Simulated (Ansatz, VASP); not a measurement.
# Two plane-wave programs on Cs

```
Cs
1.0
     0.00000    3.95973    3.95973
     3.95973    0.00000    3.95973
     3.95973    3.95973    0.00000
Cs
1
Direct
  0.00000 0.00000 0.00000
```

Alike in both runs: task relaxation of cell and atoms; functional r2SCAN; k mesh 10 × 10 × 10; occupations gaussian, width 0.1 eV; no spin polarisation.

|  | VASP | Ansatz |
| --- | --- | --- |
| version | VASP 6.6.1 | Ansatz 0.2.0 |
| potentials or method | VASP PAW PBE potentials, release 64 (Cs_sv), cutoff 600 eV | scalar-relativistic, plane waves, PAW |
| valence electrons in the cell | 9 | 9 |

```csv
,VASP,Ansatz,Ansatz less VASP
"gap on the k mesh at the Fermi level, each at its own relaxed structure (eV)",none,none,-
relaxed volume (Å³/atom),124.17,124.17,0.000
relaxed cell length with the largest relative difference (Å),5.600,5.600,0.0000
```

VASP's potentials were made for PBE, not for r2SCAN. A gap of «none» marks a metal or a gap that the smearing closes.

Neither program's run includes spin-orbit coupling. Noted on VASP's run: the relaxation stopped at its first step, so nothing moved.
